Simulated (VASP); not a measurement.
Wanted: the native input for a VASP 6.6.1 run.

```
Task                   : single point
Functional             : PBE
Dispersion             : D3(BJ)
Potentials or basis    : VASP PAW PBE potentials, release 64 (W_sv, S)
Cutoff                 : 520 eV
k mesh                 : 10 × 10 × 3
Occupations            : fermi-dirac, width 0.05 eV
Spin                   : no spin polarisation
Dipole correction      : no
Further INCAR settings : ALGO = Normal; EDIFF = 1e-07; NBANDS = 35
```

The structure of WS2 lies in POSCAR:

```
WS2
1.0
    3.1800000000      0.0000000000      0.0000000000
   -1.5900000000      2.7539607840      0.0000000000
    0.0000000000      0.0000000000     12.5000000000
W S
2 4
Direct
    0.6666666667      0.3333333333      0.7500000000
    0.3333333333      0.6666666667      0.2500000000
    0.6666666667      0.3333333333      0.3750000000
    0.3333333333      0.6666666667      0.8750000000
    0.6666666667      0.3333333333      0.1250000000
    0.3333333333      0.6666666667      0.6250000000
```

One way to write it, as run:

INCAR

```
ALGO = Normal
EDIFF = 1E-7
ENCUT = 520
GGA = PE
ISIF = 2
ISMEAR = -1
IVDW = 12
LASPH = T
LCHARG = F
LREAL = F
LWAVE = F
NBANDS = 35
NELM = 80
PREC = Accurate
SIGMA = 0.05
```

KPOINTS

```
k-points
0
Gamma
  10 10 3
```

Potentials or basis: VASP PAW PBE potentials, release 64 (W_sv, S).

The run is started by

```sh
$ cat potpaw_PBE.64/W_sv/POTCAR potpaw_PBE.64/S/POTCAR > POTCAR
$ mpirun -np 1 vasp_std > vasp.out
```

Results of the run:

```yaml
Pressure: -1.6 GPa
Largest_force: 0.138 eV/Å
Band_gap_on_the_k_mesh: 1.14 eV (least direct gap 2.09 eV)
Dispersion_energy_per_atom: -0.414 eV
```

Caveat: three body term missing; spin-orbit coupling is left out, which moves the levels of the heavy elements; an odd mesh through Γ misses points on the zone boundary, where band edges can lie.

It took 43 s on 1 thread of Intel(R) Xeon(R) 6975P-C (Granite Rapids), on a shared host, peak memory 0.27 GiB.
